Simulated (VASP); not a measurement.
Write the native input for VASP 6.6.1 that does the following.

| Property | Result |
| --- | --- |
| Task | single point |
| Functional | PBE |
| Potentials or basis | VASP PAW PBE potentials, release 64 (Hg) |
| Cutoff | 520 eV |
| k mesh | 18 × 18 × 18 |
| Occupations | gaussian, width 0.15 eV |
| Spin | no spin polarisation |
| Dipole correction | no |
| Further INCAR settings | ALGO = Normal; EDIFF = 1e-06; NBANDS = 12 |

The structure of Hg lies in POSCAR:

```
Hg
1.0
    1.6608004371      0.9588635794      2.0552800000
   -1.6608004371      0.9588635794      2.0552800000
    0.0000000000     -1.9177271588      2.0552800000
Hg
1
Direct
    0.0000000000      0.0000000000      0.0000000000
```

This cell differs from its parent crystal: strain -0.040 along x and y, -0.080 along z.

The input as run:

INCAR

```
ALGO = Normal
EDIFF = 1E-6
ENCUT = 520
GGA = PE
ISIF = 2
ISMEAR = 0
LASPH = T
LCHARG = T
LELF = T
LREAL = F
LVHAR = T
LWAVE = F
NBANDS = 12
NELM = 80
PREC = Accurate
SIGMA = 0.15
```

KPOINTS

```
k-points
0
Gamma
  18 18 18
```

Potentials or basis: VASP PAW PBE potentials, release 64 (Hg).

Command:

```sh
$ cat potpaw_PBE.64/Hg/POTCAR > POTCAR
$ mpirun -np 1 vasp_std > vasp.out
```

It gave:

- Pressure: 24.9 GPa
- Band gap on the k mesh: zero (band 6 reaches 6.67 eV, above the bottom of band 7 at 2.64 eV)

Caveat: the cell differs from its parent crystal (strain -0.040 along x and y, -0.080 along z); spin-orbit coupling is left out, which moves the levels of the heavy elements.

Wall time 34 s on 1 thread of Intel(R) Xeon(R) 6975P-C (Granite Rapids), with other jobs on the host, peak memory 0.25 GiB.
